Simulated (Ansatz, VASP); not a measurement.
# Sn in VASP and in Ansatz

```
Sn
1.0
    -2.84500    2.84500    1.54293
     2.84500   -2.84500    1.54293
     2.84500    2.84500   -1.54293
Sn
2
Direct
  0.62500 0.87500 0.75000
  0.37500 0.12500 0.25000
```

Change from the starting cell: volume scaled by 0.88, LAPW.

Alike in both runs: task single point; functional PBE; k mesh 13 × 13 × 13; occupations fermi-dirac, width 0.05 eV; no spin polarisation.

```csv
,VASP,Ansatz
version,VASP 6.6.1,Ansatz 0.2.0
potentials or method,"VASP PAW PBE potentials, release 64 (Sn_d), cutoff 520 eV","all-electron LAPW, scalar-relativistic"
```

```tsv
	VASP	Ansatz	Ansatz less VASP
pressure (GPa)	8.3	8.3	+0.08
```

Ansatz ran all-electron here, and VASP with PAW potentials.
